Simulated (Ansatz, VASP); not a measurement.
W: VASP beside Ansatz

Contents of POSCAR:

```
W
1.0
    0.0000000000      2.0300000000      1.9691000000
    2.0300000000      0.0000000000      1.9691000000
    2.0300000000      2.0300000000      0.0000000000
W
1
Direct
    0.0000000000      0.0000000000      0.0000000000
```

INCAR.step1

```
  ALGO = Normal
  EDIFF = 1E-4
  ENCUT = 520
  GGA = PE
  ISMEAR = 0
  LASPH = T
  LCHARG = F
  LREAL = F
  LWAVE = T
  NBANDS = 13
  NELM = 60
  PREC = Accurate
  SIGMA = 0.15
```

The input INCAR.step2:

```
  ALGO = Normal
  EDIFF = 1E-6
  ENCUT = 520
  ISIF = 2
  ISMEAR = 0
  ISTART = 1
  LASPH = T
  LCHARG = F
  LMIXTAU = T
  LREAL = F
  LWAVE = F
  METAGGA = R2SCAN
  NBANDS = 13
  NELM = 60
  PREC = Accurate
  SIGMA = 0.15
```

File KPOINTS:

```
k-points
0
Gamma
  20 20 20
```

Input for Ansatz:

```yaml
crystal:
  lattice:
    - [0.0, 2.03, 1.9691]
    - [2.03, 0.0, 1.9691]
    - [2.03, 2.03, 0.0]
  atoms:
    - { symbol: W, position: [0.0, 0.0, 0.0] }
basis:
  ecutwfc: 500
kpoints:
  mp_grid: { grid: [20, 20, 20] }
hamiltonian:
  xc: r2scan
scf:
  occupations: { method: gaussian, width: 0.15 }
output:
  forces: true
  stress: true
  eigenvalues: true
```

Change from the starting cell: strain -0.0300 x Voigt [0, 0, 1, 0, 0, 0], atoms carried along.

Alike in both runs: task single point; functional r2SCAN; k mesh 20 × 20 × 20; occupations gaussian, width 0.15 eV; no spin polarisation.

```csv
,VASP,Ansatz
version,VASP 6.6.1,Ansatz 0.2.0
potentials or method,"VASP PAW PBE potentials, release 64 (W_sv), cutoff 520 eV","scalar-relativistic, plane waves, PAW"
valence electrons in the cell,14,14
```

```csv
,VASP,Ansatz,Ansatz less VASP
gap on the k mesh at the Fermi level (eV),none,none,-
pressure (GPa),0.8,-0.3,-1.14
"traceless stress, the component that is largest in VASP (GPa)",-9.08,-8.99,+0.087
```

VASP's potentials were made for PBE, not for r2SCAN. A gap of «none» marks a metal or a gap that the smearing closes. With one functional, cell and mesh, what is left measures potentials, basis and numerics.

Neither program's run includes spin-orbit coupling.
